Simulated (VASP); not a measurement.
Write the native input for VASP 6.6.1 that does the following.

* Task: single point
* Functional: PBEsol
* Potentials or basis: VASP PAW PBE potentials, release 64 (Rb_sv)
* Cutoff: 520 eV
* k mesh: 12 × 12 × 12
* Occupations: gaussian, width 0.15 eV
* Spin: no spin polarisation
* Dipole correction: no
* Further INCAR settings: ALGO = Fast; EDIFF = 1e-06; NBANDS = 10

The structure of Rb lies in POSCAR:

```
Rb
1.0
   -2.8060000000      2.8586125000      2.8586125000
    2.8060000000     -2.7533875000      2.7533875000
    2.8060000000      2.7533875000     -2.7533875000
Rb
1
Direct
    0.0000000000      0.0000000000      0.0000000000
```

This cell differs from its parent crystal: strain +0.0375 x Voigt [0, 0, 0, 1, 0, 0].

These files were run (other wordings do the same):

INCAR

```
ALGO = Fast ; EDIFF = 1E-6
ENCUT = 520 ; GGA = PS
ISIF = 2 ; ISMEAR = 0
LASPH = True ; LCHARG = True
LELF = True ; LREAL = False
LVHAR = True ; LWAVE = False
NBANDS = 10 ; NELM = 100
PREC = Accurate ; SIGMA = 0.15
```

KPOINTS

```
k-points
0
Gamma
  12 12 12
```

Potentials or basis: VASP PAW PBE potentials, release 64 (Rb_sv).

Run with:

```bash
$ cat potpaw_PBE.64/Rb_sv/POTCAR > POTCAR
$ mpirun -np 1 vasp_std > vasp.out
```

It gave:

* Pressure: -0.1 GPa
* Band gap on the k mesh: zero (an odd number of electrons rules out a gap without spin polarisation)

Caveat: the cell differs from its parent crystal (strain +0.0375 x Voigt [0, 0, 0, 1, 0, 0]); the PAW data sets were made with another functional, which shifts forces and pressure a little.

Run time: 2.1 min on 1 thread of AMD EPYC 9R45 96-Core Processor (Zen 5), with other jobs on the host, peak memory 0.35 GiB.
